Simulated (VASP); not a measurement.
Here is a VASP 6.6.1 calculation.

File INCAR:

```
PREC     = Accurate       # precision mode
ENCUT    = 520            # plane-wave cutoff, eV
EDIFF    = 1E-7           # SCF threshold, eV
ISMEAR   = -1             # smearing method
SIGMA    = 0.1            # smearing width, eV
LREAL    = False          # projectors in reciprocal space
LASPH    = True           # aspherical terms in the spheres
NELM     = 100            # most SCF steps
ALGO     = Normal         # electronic algorithm
ISIF     = 2              # what is computed and relaxed
LWAVE    = False          # write WAVECAR
LCHARG   = True           # write CHGCAR
GGA      = RE             # functional
LELF     = True           # ELF
LVHAR    = True         
NBANDS   = 10             # bands
```

File KPOINTS:

```
Automatic mesh
0
Gamma
  23 23 4
```

File POSCAR:

```
B
1.0
    1.6509830143      0.0000000000      0.0000000000
   -0.8254915071      1.4297932316      0.0000000000
    0.0000000000      0.0000000000     10.4283929924
B
2
Direct
    0.3333333333      0.6666666667      0.2500000000
    0.6666666667      0.3333333333      0.7500000000
```

Potentials or basis: VASP PAW PBE potentials, release 64 (B).

The run is started by

```sh
$ cat potpaw_PBE.64/B/POTCAR > POTCAR
$ mpirun -np 1 vasp_std > vasp.out
```

**Question.** Estimate the band gap on the k mesh.

**Answer.** Zero (bands 3 and 4 overlap by 12.03 eV).

**Question.** Predict the pressure.

**Answer.** 17.5 GPa.

Stress tensor (GPa, compression positive):
```
26.27  0.00  0.00
 0.00 26.27  0.00
 0.00  0.00  0.01
```

Caveat: the cell stands under pressure; the PAW data sets were made with another functional, which shifts forces and pressure a little; this functional lacks dispersion, which binds the layers, so the pressure and a relaxed spacing across them are unreliable.
